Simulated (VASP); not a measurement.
## I: single point with PBE

I:

```
I
1.0
     4.43503    0.00000    0.00000
    -2.21752    3.84085    0.00000
     0.00000    0.00000    2.92605
I
1
Direct
  0.00000 0.00000 0.00000
```

```
Program                : VASP 6.6.1
Task                   : single point
Functional             : PBE
Potentials or basis    : VASP PAW PBE potentials, release 64 (I)
Cutoff                 : 520 eV
k mesh                 : 12 × 12 × 12
Occupations            : fermi-dirac, width 0.08 eV
Spin                   : no spin polarisation
Dipole correction      : no
Further INCAR settings : ALGO = Normal; EDIFF = 1e-06; NBANDS = 10
```

- Pressure: 0.1 GPa

Stress tensor (GPa, compression positive):
```
0.18 0.00 0.00
0.00 0.18 0.00
0.00 0.00 0.03
```

Levels at points of the mesh, in eV from the Fermi level:
| k point | band 1 | band 2 | band 3 | band 4 | band 5 | band 6 |
| --- | --- | --- | --- | --- | --- | --- |
| (0.00, 0.00, 0.00) | -13.32 | -1.64 | -1.64 | 3.53 | 4.28 | 7.84 |
| (0.50, 0.00, 0.00) | -13.14 | -3.22 | -2.01 | 3.66 | 5.22 | 9.79 |
| (0.00, 0.00, 0.50) | -10.82 | -5.42 | 0.30 | 0.30 | 8.24 | 8.24 |
| (0.50, 0.00, 0.50) | -10.64 | -5.22 | -0.98 | 0.00 | 5.13 | 7.50 |

Run time: 15 s on 1 thread of Intel(R) Xeon(R) 6975P-C (Granite Rapids), on a shared host, peak memory 0.21 GiB.

Caveat: spin-orbit coupling is left out, which moves the levels of the heavy elements; an odd number of electrons without spin polarisation forces a metal; a magnetic or distorted state may lie lower.
